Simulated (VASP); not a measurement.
# CdO2 (P-3m1) in VASP: further runs

The runs below take CdO2 through relaxation of cell and atoms, with r2SCAN.

All numbers are computed with VASP 6.6.1; they aren't measurements. Logs are shortened: lines on timing, memory, paths and dates and some standing lists are left out, and cuts for length are marked.

**1. The cell of the first run**

The structure is trigonal, space group P-3m1 (No. 164). The conventional cell has a = 3.476 Å, b = 3.476 Å, c = 4.148 Å, α = 90.00°, β = 90.00°, γ = 120.00°. Cd (site symmetry -3m) has 6 O at 2.25 Å within 3.0 Å. O (site symmetry 3m) has 3 Cd at 2.25 Å and 6 O at 2.85 to 2.92 Å within 3.0 Å.

**2. Relaxation of cell and atoms, r2SCAN, target pressure -2 GPa, at which the enthalpy is minimised**

The input, POSCAR:

```
CdO2
1.0
    3.4762300000      0.0000000000      0.0000000000
   -1.7381150000      3.0105034894      0.0000000000
    0.0000000000      0.0000000000      4.1480760000
Cd O
1 2
Direct
    0.0000000000      0.0000000000      0.0000000000
    0.6666666667      0.3333333333      0.7557810000
    0.3333333333      0.6666666667      0.2442190000
```

The input, INCAR.step1:

```
SYSTEM = CdO2
  PREC = Accurate
  ENCUT = 600
  ISMEAR = -1
  SIGMA = 0.1
  LREAL = .FALSE.
  LASPH = .TRUE.
  NELM = 80
  GGA = PE
  ALGO = Normal
  EDIFF = 1E-4
  LWAVE = .TRUE.
  LCHARG = .FALSE.
```

The input, INCAR.step2:

```
SYSTEM = CdO2
  PREC = Accurate
  ENCUT = 600
  EDIFF = 1E-6
  ISMEAR = -1
  SIGMA = 0.1
  LREAL = .FALSE.
  LASPH = .TRUE.
  NELM = 80
  ALGO = Normal
  ISIF = 3
  LWAVE = .FALSE.
  LCHARG = .FALSE.
  METAGGA = R2SCAN
  LMIXTAU = .TRUE.
  IBRION = 2
  NSW = 80
  EDIFFG = -0.005
  PSTRESS = -20.0
  ISTART = 1
```

The input, KPOINTS:

```
Automatic mesh
0
G
  9 9 6
  0 0 0
```

Potentials or basis: VASP PAW PBE potentials, release 64 (Cd, O).

Launch:

```sh
> cat potpaw_PBE.64/Cd/POTCAR potpaw_PBE.64/O/POTCAR > POTCAR
> cp INCAR.step1 INCAR
> mpirun -np 1 vasp_std > vasp.out
> cp INCAR.step2 INCAR
> mpirun -np 1 vasp_std > vasp.out
```

OUTCAR:

```text
SYSTEM = CdO2
   PREC = Accurate
   ENCUT = 600
   EDIFF = 1E-6
   ISMEAR = -1
   LREAL = .FALSE.
   LASPH = .TRUE.
   NELM = 80
   ISIF = 3
   METAGGA = R2SCAN
   IBRION = 2
   NSW = 80
   EDIFFG = -0.005
   PSTRESS = -20.0
   ISTART = 1

 ion  position               nearest neighbor table
   1  0.000  0.000  0.000-   2 2.25   3 2.25   2 2.25   3 2.25   2 2.25   3 2.25
   2  0.667  0.333  0.756-   1 2.25   1 2.25   1 2.25
   3  0.333  0.667  0.244-   1 2.25   1 2.25   1 2.25

  LATTYP: Found a hexagonal cell.
 ALAT       =     3.4762300000
 C/A-ratio  =     1.1932685697

  Lattice vectors:

 A1 = (   3.4762300000,   0.0000000000,   0.0000000000)
 A2 = (  -1.7381150000,   3.0105034894,   0.0000000000)
 A3 = (   0.0000000000,   0.0000000000,   4.1480760000)

Analysis of symmetry for initial positions (statically):
=====================================================================
 Subroutine PRICEL returns:
 Original cell was already a primitive cell.

 Routine SETGRP: Setting up the symmetry group for a
 hexagonal supercell.

 Subroutine GETGRP returns: Found 12 space group operations
 (whereof 12 operations were pure point group operations)
 out of a pool of 24 trial point group operations.

The static configuration has the point symmetry D_3d.

Analysis of symmetry for dynamics (positions and initial velocities):
=====================================================================
 Subroutine PRICEL returns:
 Original cell was already a primitive cell.

 Routine SETGRP: Setting up the symmetry group for a
 hexagonal supercell.

 Subroutine GETGRP returns: Found 12 space group operations
 (whereof 12 operations were pure point group operations)
 out of a pool of 24 trial point group operations.

The dynamic configuration has the point symmetry D_3d.

 Subroutine INISYM returns: Found 12 space group operations
 (whereof 12 operations are pure point group operations),
 and found     1 'primitive' translations

----------------------------------------------------------------------------------------

                                     Primitive cell

  volume of cell :      43.4105

  direct lattice vectors                    reciprocal lattice vectors
     3.476230000  0.000000000  0.000000000     0.287667962  0.166085175  0.000000000
    -1.738115000  3.010503489  0.000000000     0.000000000  0.332170351  0.000000000
     0.000000000  0.000000000  4.148076000     0.000000000  0.000000000  0.241075622

  length of vectors
     3.476230000  3.476230000  4.148076000     0.332170351  0.332170351  0.241075622

  position of ions in fractional coordinates (direct lattice)
     0.000000000  0.000000000  0.000000000
     0.666666667  0.333333333  0.755781000
     0.333333333  0.666666667  0.244219000

  ion indices of the primitive-cell ions
   primitive index   ion index
                 1           1
                 2           2
                 3           3

----------------------------------------------------------------------------------------

 KPOINTS: Automatic mesh

Automatic generation of k-mesh.
 Grid dimensions read from file:
 generate k-points for:    9    9    6

 Generating k-lattice:

  Cartesian coordinates                     Fractional coordinates (reciprocal lattice)
     0.031963107  0.018453908  0.000000000     0.111111111  0.000000000  0.000000000
     0.000000000  0.036907817  0.000000000     0.000000000  0.111111111  0.000000000
     0.000000000  0.000000000  0.040179270     0.000000000  0.000000000  0.166666667

  Length of vectors
     0.036907817  0.036907817  0.040179270

  Shift w.r.t. Gamma in fractional coordinates (k-lattice)
     0.000000000  0.000000000  0.000000000

 Subroutine IBZKPT returns following result:
 ===========================================

 Found     62 irreducible k-points:

 Following reciprocal coordinates:
            Coordinates               Weight
  0.000000  0.000000  0.000000      1.000000
  0.111111  0.000000  0.000000      6.000000
  0.222222  0.000000  0.000000      6.000000
  0.333333  0.000000  0.000000      6.000000
  0.444444  0.000000  0.000000      6.000000
  0.111111  0.111111  0.000000      6.000000
[... 16 lines left out ...]
  0.222222  0.111111  0.166667     12.000000
 -0.111111  0.333333  0.166667     12.000000
 [... further k-points ...]
   k-points           NKPTS =     62   k-points in BZ     NKDIM =     62   number of bands    NBANDS=     16
   number of dos      NEDOS =    301   number of ions     NIONS =      3
   total plane-waves  NPLWV =  28224
   dimension x,y,z NGX =    28 NGY =   28 NGZ =   36
   dimension x,y,z NGXF=    56 NGYF=   56 NGZF=   72
   ions per type =               1   2
   NGX,Y,Z   is equivalent  to a cutoff of  13.39, 13.39, 14.43 a.u.
   NGXF,Y,Z  is equivalent  to a cutoff of  26.78, 26.78, 28.86 a.u.
 SYSTEM =  CdO2
   PREC   = accura    normal or accurate (medium, high low for compatibility)
   ISTART =      1    job   : 0-new  1-cont  2-samecut
   ICHARG =      0    charge: 1-file 2-atom 10-const
   ISPIN  =      1    spin polarized calculation?
   LNONCOLLINEAR =      F non collinear calculations
   LSORBIT =      F    spin-orbit coupling
   LASPH  =      T    aspherical Exc in radial PAW
   ENCUT  =  600.0 eV  44.10 Ry    6.64 a.u.   6.94  6.94  8.28*2*pi/ulx,y,z
   NELM   =     80;   NELMIN=  2; NELMDL=  0     # of ELM steps
   EDIFF  = 0.1E-05   stopping-criterion for ELM
   LREAL  =      F    real-space projection
   EDIFFG = -.5E-02   stopping-criterion for IOM
   NSW    =     80    number of steps for IOM
   IBRION =      2    ionic relax: 0-MD 1-quasi-New 2-CG
   NFREE  =      1    steps in history (QN), initial steepest desc. (CG)
   ISIF   =      3    stress and relaxation
   ISYM   =      2    0-nonsym 1-usesym 2-fastsym
   POTIM  = 0.5000    time-step for ionic-motion
   TEBEG  =    0.0;   TEEND  =   0.0 temperature during run
   PSTRESS=  -20.0 pullay stress
   NELECT =      24.0000    total number of electrons
   NUPDOWN=      -1.0000    fix difference up-down
   EMIN   =  10.00;   EMAX   =-10.00  energy-range for DOS
   EFERMI =   0.00;   METHOD = LEGACY
   ISMEAR =    -1;   SIGMA  =   0.10  broadening in eV -4-tet -1-fermi 0-gaus
   EFERMI_NEDOS =   21; number of points for ismear=-14 and -15
   IALGO  =     38    algorithm
   IMIX   =      4    mixing-type and parameters
     AMIX     =   0.40;   BMIX     =  1.00
     AMIX_MAG =   1.60;   BMIX_MAG =  1.00
  volume/ion in A,a.u.               =      14.47        97.65
  Fermi-wavevector in a.u.,A,eV,Ry     =   1.343632  2.539097 24.563251  1.805348
  Thomas-Fermi vector in A             =   2.471691
   LORBIT       =      0    0 simple, 1 ext, 2 COOP (PROOUT), +10 PAW based schemes
   METAGGA = R2SCAN    functional components
   LHFCALC =     F    Hartree Fock is set to
   AEXX    =    0.0000 exact exchange contribution
   IVDW    =     0    specifies the selected vdW correction
   LEPSILON=     F    determine dielectric tensor
   LRPA    =     F    only Hartree local field effects (RPA)
 conjugate gradient relaxation of ions
 non-spin polarized calculation
  energy-cutoff  :      600.00
  volume of cell :       43.41
 maximum number of plane-waves:      1467
   NGX = 13   NGY = 13   NGZ = 17

--------------------------------------- Ionic step        1  -------------------------------------------

 number of electron      23.9999999 magnetization

 Free energy of the ion-electron system (eV)
  ---------------------------------------------------
  ext. energy  EPLUGINS =         0.00000000
  ---------------------------------------------------
  free energy    TOTEN  =       -31.82974676 eV

  energy without entropy =      -31.67396639  energy(sigma->0) =      -31.75185657

------------------------ aborting loop because EDIFF is reached ----------------------------------------

  FORCE on cell =-STRESS in cart. coord.  units (eV):
  Direction    XX          YY          ZZ          XY          YZ          ZX
  --------------------------------------------------------------------------------------
  -------------------------------------------------------------------------------------
  Total       -2.2475830     -2.2475830     -2.1914764      0.0000000     -0.0000000      0.0000000
  in kB      -82.9529765    -82.9529765    -80.8822147      0.0000000     -0.0000000      0.0000000
  external PRESSURE =     -62.2627226 kB  Pullay stress =     -20.0000000 kB
[... 100 lines left out ...]
  energy  without entropy=      -31.7823358962  energy(sigma->0) =      -31.85314460

  enthalpy is  TOTEN    =       -32.4308769332 eV   P V=       -0.5069236312

 E-fermi :  -0.0278     XC(G=0): -11.4244

 val. band max:       -0.0456528405   @ k =   0.0000   0.0000   0.1667
 cond. band min:      -0.0250085130   @ k =   0.1111   0.0000   0.1667
 fundamental gap:      0.0206443275
 Fermi energy:        -0.0278302583

 k-point     1 :       0.0000    0.0000    0.0000
  band No.  band energies     occupation
      1     -18.7333      2.00000
      2     -16.9461      2.00000
      3      -7.8046      2.00000
      4      -7.8046      2.00000
      5      -7.4353      2.00000
      6      -6.6430      2.00000
[... 433 lines left out ...]
      3      -7.4498      2.00000
      4      -7.2911      2.00000
      5      -6.9010      2.00000
      6      -6.7817      2.00000
[... 8 lines left out ...]
     15      11.0978      0.00000
     16      12.0604      0.00000

 [... further k-points ...]

[... ionic steps 4 to 12 ...]

--------------------------------------- Ionic step       13  -------------------------------------------

 number of electron      24.0000010 magnetization

------------------------ aborting loop because EDIFF is reached ----------------------------------------
[... 73 lines left out ...]
--------------------------------------- Ionic step       15  -------------------------------------------

 number of electron      24.0000009 magnetization

 Free energy of the ion-electron system (eV)
  ---------------------------------------------------
  ext. energy  EPLUGINS =         0.00000000
  ---------------------------------------------------
  free energy    TOTEN  =       -32.06148027 eV

  energy without entropy =      -31.95509285  energy(sigma->0) =      -32.00828656

 E-fermi :   0.4673     XC(G=0): -11.8016

 val. band max:        0.4663158608   @ k =   0.1111   0.0000   0.5000
 cond. band min:       0.4735175097   @ k =   0.2222   0.0000   0.3333
 fundamental gap:      0.0072016489
 Fermi energy:         0.4673099890

 k-point     1 :       0.0000    0.0000    0.0000
  band No.  band energies     occupation
      1     -18.4300      2.00000
      2     -16.3473      2.00000
      3      -7.2613      2.00000
      4      -7.2613      2.00000
      5      -7.0218      2.00000
      6      -6.1433      2.00000
[... 433 lines left out ...]
      3      -6.9359      2.00000
      4      -6.8074      2.00000
      5      -6.3968      2.00000
      6      -6.3293      2.00000
[... 8 lines left out ...]
     15      11.6780      0.00000
     16      12.5551      0.00000

 [... further k-points ...]
[... 5 lines left out ...]
  --------------------------------------------------------------------------------------
  -------------------------------------------------------------------------------------
  Total       -0.4636344     -0.4636344     -0.4588191     -0.0000000      0.0000000      0.0000000
  in kB      -20.0917497    -20.0917497    -19.8830791     -0.0000000      0.0000000      0.0000000
  external PRESSURE =      -0.0221928 kB  Pullay stress =     -20.0000000 kB
[... 22 lines left out ...]
  energy  without entropy=      -31.9550928515  energy(sigma->0) =      -32.00828656

  enthalpy is  TOTEN    =       -32.5229974537 eV   P V=       -0.4615171795

 reached required accuracy - stopping structural energy minimisation
```

It took 21 min on 1 thread of AMD EPYC 9R45 (Zen 5), shared host; peak memory 0.2 GiB.

Results:

```
Free energy                                            : -32.0615 eV
Relaxed volume                                         : 12.32 Å³/atom
Relaxed cell                                           : a = 3.411 Å, b = 3.411 Å, c = 3.668 Å, α = 90.00°, β = 90.00°, γ = 120.00°
Space group after relaxing (to 0.05 Å)                 : P-3m1 (No. 164)
Energy change on relaxing (the enthalpy is what falls) : -77.2 meV/atom
Ionic steps                                            : 15
Pressure after relaxing                                : -2.0 GPa
Band gap on the k mesh                                 : zero (band 12 reaches 1.04 eV, above the bottom of band 13 at -0.52 eV)
```

The path:
```csv
step,energy change (eV),largest force (eV/Å),pressure (GPa),volume (Å³)
1,0.0000,0.1610,-8.23,43.41
2,-0.0985,0.3778,-0.45,39.97
3,-0.0942,0.2642,-2.22,40.61
4,-0.1123,0.2779,-2.20,40.20
5,-0.1648,0.3019,-1.93,38.95
6,-0.2293,0.2056,-0.02,36.43
7,-0.2159,0.1633,-4.26,37.16
8,-0.2299,0.0497,-1.86,36.73
9,-0.2322,0.0238,-1.89,36.80
10,-0.2326,0.0129,-1.92,36.90
11,-0.2326,0.0117,-1.91,36.90
12,-0.2318,0.0127,-2.09,36.97
13,-0.2318,0.0126,-2.07,36.96
14,-0.2318,0.0054,-2.03,36.97
15,-0.2317,0.0003,-2.00,36.97
```

Final structure:
```
Cd O
1.0
     3.41135    0.00000    0.00000
    -1.70568    2.95432    0.00000
     0.00000    0.00000    3.66846
Cd O
1 2
Direct
  0.00000 0.00000 0.00000
  0.66667 0.33333 0.72268
  0.33333 0.66667 0.27732
```

Levels at points of the mesh, in eV from the Fermi level:
```
           k point  band 10  band 11  band 12  band 13  band 14  band 15
(0.00, 0.00, 0.00)    -1.03    -0.44    -0.44     0.07     3.91     9.81
(0.00, 0.00, 0.50)    -1.67    -1.67     0.31     0.31     7.19     7.82
```

Caveat: the cell is relaxed towards a set pressure, so the enthalpy falls and the energy may rise; the PAW data sets were made with another functional, which shifts forces and pressure a little.

**3. Relaxation of cell and atoms, r2SCAN**

POSCAR is that of step 2.

The input, INCAR.step1:

```
ALGO = Normal
EDIFF = 1E-4
ENCUT = 600
GGA = PE
ISMEAR = -1
LASPH = T
LCHARG = F
LREAL = F
LWAVE = T
NELM = 80
PREC = Accurate
SIGMA = 0.1
```

The input, INCAR.step2:

```
ALGO = Normal
EDIFF = 1E-6
EDIFFG = -0.005
ENCUT = 600
IBRION = 2
ISIF = 3
ISMEAR = -1
ISTART = 1
LASPH = T
LCHARG = F
LMIXTAU = T
LREAL = F
LWAVE = F
METAGGA = R2SCAN
NELM = 80
NSW = 80
PREC = Accurate
SIGMA = 0.1
```

The input, KPOINTS:

```
k-points
0
Gamma
  9 9 6
```

Potentials or basis: VASP PAW PBE potentials, release 64 (Cd, O).

Launch:

```sh
> cat potpaw_PBE.64/Cd/POTCAR potpaw_PBE.64/O/POTCAR > POTCAR
> cp INCAR.step1 INCAR
> mpirun -np 1 vasp_std > vasp.out
> cp INCAR.step2 INCAR
> mpirun -np 1 vasp_std > vasp.out
```

Run time: 25 min. Hardware: 1 thread of AMD EPYC 9R45 (Zen 5), shared host; peak memory 0.2 GiB.

Results (log left out):

| Property | Result |
| --- | --- |
| Free energy | -32.0670 eV |
| Relaxed volume | 12.03 Å³/atom |
| Relaxed cell | a = 3.397 Å, b = 3.397 Å, c = 3.611 Å, α = 90.00°, β = 90.00°, γ = 120.00° |
| Space group after relaxing (to 0.05 Å) | P-3m1 (No. 164) |
| Energy gained by relaxing | 79.1 meV/atom |
| Ionic steps | 19 |
| Pressure after relaxing | 0.0 GPa |
| Band gap on the k mesh | zero (band 12 reaches 1.31 eV, above the bottom of band 13 at -0.26 eV) |

Step by step:
```tsv
step	energy change (eV)	largest force (eV/Å)	pressure (GPa)	volume (Å³)
1	0.0000	0.1610	-8.23	43.41
2	-0.0911	0.5706	2.78	38.91
3	-0.1002	0.3877	-0.24	39.86
4	-0.1255	0.3992	-0.19	39.30
5	-0.1937	0.3879	0.46	37.59
6	-0.1948	0.0409	5.31	34.14
7	-0.2247	0.3168	2.24	35.98
8	-0.2257	0.2564	2.92	35.47
9	-0.2159	0.2390	-3.61	36.66
10	-0.2337	0.0486	0.12	35.94
11	-0.2360	0.0257	0.09	36.00
12	-0.2372	0.0164	0.03	36.09
13	-0.2372	0.0102	0.04	36.07
14	-0.2372	0.0122	0.02	36.08
15	-0.2372	0.0141	0.04	36.08
16	-0.2372	0.0112	0.04	36.08
17	-0.2373	0.0092	-0.06	36.11
18	-0.2373	0.0091	-0.07	36.11
19	-0.2373	0.0001	0.02	36.10
```

Final structure:
```cif
data_structure
_symmetry_space_group_name_H-M 'P 1'
_symmetry_Int_Tables_number 1
_cell_length_a 3.3973
_cell_length_b 3.3973
_cell_length_c 3.6114
_cell_angle_alpha 90.000
_cell_angle_beta 90.000
_cell_angle_gamma 120.000
_cell_volume 36.10
loop_
_atom_site_label
_atom_site_type_symbol
_atom_site_fract_x
_atom_site_fract_y
_atom_site_fract_z
_atom_site_occupancy
Cd1 Cd 0.00000 0.00000 0.00000 1
O1 O 0.66667 0.33333 0.71870 1
O2 O 0.33333 0.66667 0.28130 1
```

Levels at points of the mesh, in eV from the Fermi level:
| k point | band 8 | band 9 | band 10 | band 11 | band 12 | band 13 | band 14 | band 15 | band 16 |
| --- | --- | --- | --- | --- | --- | --- | --- | --- | --- |
| (0.00, 0.00, 0.00) | -2.48 | -1.06 | -1.06 | -0.51 | -0.51 | 0.04 | 3.95 | 9.91 | 14.83 |
| (0.00, 0.00, 0.50) | -2.28 | -2.15 | -1.77 | -1.77 | 0.33 | 0.33 | 7.37 | 7.88 | 15.20 |

Caveat: the volume moved by over 15 % at a fixed basis, so the end points are rough; the PAW data sets were made with another functional, which shifts forces and pressure a little.
